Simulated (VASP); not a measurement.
Wanted: the native input for a VASP 6.6.1 run.

```
Task                   : electric field gradients
Functional             : PBEsol
Potentials or basis    : VASP PAW PBE potentials, release 64 (Ta_pv)
Cutoff                 : 520 eV
k mesh                 : 15 × 15 × 15
Occupations            : fermi-dirac, width 0.05 eV
Spin                   : no spin polarisation
Dipole correction      : no
Further INCAR settings : ALGO = Normal; EDIFF = 1e-08; NBANDS = 12
```

The structure of Ta lies in POSCAR:

```
Ta
1.0
   -1.6622159478      1.6622159478      1.6622159478
    1.6622159478     -1.6622159478      1.6622159478
    1.6622159478      1.6622159478     -1.6622159478
Ta
1
Direct
    0.0000000000      0.0000000000      0.0000000000
```

This cell differs from its parent crystal: volume scaled by 1.02.

One way to write it, as run:

INCAR

```
SYSTEM = Ta
ALGO     = Normal         ! electronic algorithm
EDIFF    = 1E-8           ! SCF threshold, eV
ENCUT    = 520            ! plane-wave cutoff, eV
GGA      = PS             ! functional
ISIF     = 2              ! what is computed and relaxed
ISMEAR   = -1             ! smearing method
LASPH    = .TRUE.         ! aspherical terms in the spheres
LCHARG   = .FALSE.        ! write CHGCAR
LEFG     = .TRUE.       
LREAL    = .FALSE.        ! projectors in reciprocal space
LWAVE    = .FALSE.        ! write WAVECAR
NBANDS   = 12             ! bands
NELM     = 100            ! most SCF steps
PREC     = Accurate       ! precision mode
SIGMA    = 0.05           ! smearing width, eV
```

KPOINTS

```
k-points
0
G
  15 15 15
  0 0 0
```

Potentials or basis: VASP PAW PBE potentials, release 64 (Ta_pv).

The run is started by

```sh
$ cat potpaw_PBE.64/Ta_pv/POTCAR > POTCAR
$ mpirun -np 1 vasp_std > vasp.out
```

It gave:

```
Pressure : -7.6 GPa
```

Caveat: without QUAD_EFG the Cq values of the log hold for a quadrupole moment of 1 mb, not for the nuclei; the PAW data sets were made with another functional, which shifts forces and pressure a little.

Run time: 9.7 s on 1 thread of Intel Xeon 6975P-C, on a shared host, peak memory 0.15 GiB.
